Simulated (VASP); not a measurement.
**Au: single point with PBE**

The system is Au.

```xyz
2
Lattice="1.4113 -2.5559 0.0000 1.4113 2.5559 0.0000 0.0000 0.0000 4.8932" Properties=species:S:1:pos:R:3 pbc="T T T"
Au    1.4113   -0.8451    1.2233
Au    1.4113    0.8451    3.6699
```

```yaml
Program: VASP 6.6.1
Task: single point
Functional: PBE
Potentials_or_basis: VASP PAW PBE potentials, release 64 (Au)
Cutoff: 500 eV
k_mesh: 6 × 6 × 4
Occupations: fermi-dirac, width 0.014 eV
Spin: no spin polarisation
```

```json
{
 "Pressure": "3.1 GPa",
 "Largest force": "0.028 eV/Å",
 "Band gap on the k mesh": "zero (band 11 reaches 12.91 eV, above the bottom of band 12 at 6.36 eV)"
}
```

Forces on the atoms (eV/Å):
```
Au   0.000  0.028  0.000
Au   0.000 -0.028  0.000
```

Stress tensor (GPa, compression positive):
```
 4.70  0.00  0.00
 0.00  6.56  0.00
 0.00  0.00 -1.87
```

Levels at points of the mesh, in eV from the Fermi level:
```csv
k point,band 9,band 10,band 11,band 12,band 13,band 14
"(0.00, 0.00, 0.00)",-3.57,-2.43,-2.37,-1.27,2.16,14.33
"(0.50, 0.00, 0.00)",-2.03,-1.88,0.27,1.51,5.54,7.01
"(0.50, 0.50, 0.00)",-2.11,-1.94,0.01,1.04,5.15,6.55
"(0.00, 0.00, 0.50)",-2.89,-2.89,-2.76,-2.76,9.97,9.97
"(0.50, 0.00, 0.50)",-1.93,-1.93,0.45,0.45,3.80,3.80
"(0.50, 0.50, 0.50)",-2.01,-2.01,0.09,0.09,3.25,3.25
```

Run time: 7.7 s on 1 thread of Intel(R) Xeon(R) 6975P-C (Granite Rapids) (shared host), peak memory 0.16 GiB.

Caveat: the k points lie up to 0.42 Å⁻¹ apart; spin-orbit coupling is left out, which moves the levels of the heavy elements.
